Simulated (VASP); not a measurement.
TiB:

```
Ti B
1.0
     0.00000    2.10000    2.10000
     2.10000    0.00000    2.10000
     2.10000    2.10000    0.00000
Ti B
1 1
Cartesian
  0.0000 0.0000 0.0000
  1.0500 1.0500 1.0500
```

* Program: VASP 6.6.1
* Task: relaxation of cell and atoms
* Functional: PBEsol
* Potentials or basis: VASP PAW PBE potentials, release 64 (Ti_sv, B)
* Cutoff: 500 eV
* k mesh: 10 × 10 × 10
* Occupations: fermi-dirac, width 0.05 eV
* Spin: no spin polarisation

At the start: pressure 112.7 GPa; volume 9.26 Å³/atom.

Where does the relaxation end?

Over 4 steps the energy falls by 1360.3 meV/atom and the volume is 14.70 Å³/atom (+58.8 %); space group F-43m (No. 216, to 0.1 Å) before and after.

The path:
```tsv
step	energy change (eV)	largest force (eV/Å)	pressure (GPa)	volume (Å³)
1	0.0000	0.0000	112.74	18.52
2	-1.6710	0.0000	-20.19	42.06
3	-2.7198	0.0000	-0.89	29.66
4	-2.7205	0.0000	0.04	29.40
```

Final structure:
```
CELL_PARAMETERS angstrom
0.00000 2.44978 2.44978
2.44978 0.00000 2.44978
2.44978 2.44978 0.00000
ATOMIC_POSITIONS crystal
Ti 0.00000 0.00000 0.00000
B 0.25000 0.25000 0.25000
```

Caveat: the volume moved by over 15 % at a fixed basis, so the end points are rough; the PAW data sets were made with another functional, which shifts forces and pressure a little.
